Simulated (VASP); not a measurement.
The system is Ni.

```
CELL_PARAMETERS angstrom
2.27759 0.00000 0.00000
0.00000 2.27759 0.00000
0.00000 0.00000 2.27759
ATOMIC_POSITIONS crystal
Ni 0.00000 0.00000 0.00000
```

```yaml
Program: VASP 6.6.1
Task: relaxation of cell and atoms
Functional: PBE
Potentials_or_basis: VASP PAW PBE potentials, release 64 (Ni)
Cutoff: 600 eV
k_mesh: 14 × 14 × 14
Occupations: fermi-dirac, width 0.1 eV
Spin: no spin polarisation
```

At the start: pressure 10.5 GPa; volume 11.81 Å³/atom.

How do energy, volume and symmetry change on relaxing?

Over 3 steps the energy falls by 23.6 meV/atom and the volume is 12.58 Å³/atom (+6.5 %); space group Pm-3m (No. 221, to 0.05 Å).

The path:
```tsv
step	energy change (eV)	largest force (eV/Å)	pressure (GPa)	volume (Å³)
1	0.0000	0.0000	10.50	11.81
2	-0.0115	0.0000	-6.05	13.19
3	-0.0236	0.0000	0.00	12.58
```

Final structure:
```cif
data_structure
_symmetry_space_group_name_H-M 'P 1'
_symmetry_Int_Tables_number 1
_cell_length_a 2.3259
_cell_length_b 2.3259
_cell_length_c 2.3259
_cell_angle_alpha 90.000
_cell_angle_beta 90.000
_cell_angle_gamma 90.000
_cell_volume 12.58
loop_
_atom_site_label
_atom_site_type_symbol
_atom_site_fract_x
_atom_site_fract_y
_atom_site_fract_z
_atom_site_occupancy
Ni1 Ni 0.00000 0.00000 0.00000 1
```

Caveat: the run has no spin polarisation, though such a crystal can be magnetic.
